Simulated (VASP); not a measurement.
Input of a VASP 6.6.1 run:

INCAR

```
PREC = Accurate
ENCUT = 520
EDIFF = 1E-6
ISMEAR = -1
SIGMA = 0.02
LREAL = F
LASPH = T
NELM = 100
ALGO = Normal
ISIF = 2
LWAVE = F
LCHARG = T
GGA = PE
LELF = T
LVHAR = T
NBANDS = 15
```

Contents of KPOINTS:

```
regular mesh
0
Gamma
  8 8 8
```

The input POSCAR:

```
SrO
1.0
    0.0000000000      2.4988837081      2.4988837081
    2.4988837081      0.0000000000      2.4988837081
    2.4988837081      2.4988837081      0.0000000000
Sr O
1 1
Direct
    0.0000000000      0.0000000000      0.0000000000
    0.5000000000      0.5000000000      0.5000000000
```

Potentials or basis: VASP PAW PBE potentials, release 64 (Sr_sv, O).

Launch:

```console
$ cat potpaw_PBE.64/Sr_sv/POTCAR potpaw_PBE.64/O/POTCAR > POTCAR
$ mpirun -np 1 vasp_std > vasp.out
```

Task: Estimate the band gap on the k mesh.

Result: 3.20 eV, indirect (least direct gap 3.22 eV).

Task: Predict the pressure.

Result: 13.6 GPa.

Caveat: the cell differs from its parent crystal (strain -3.1%). A k mesh can miss the band edges.
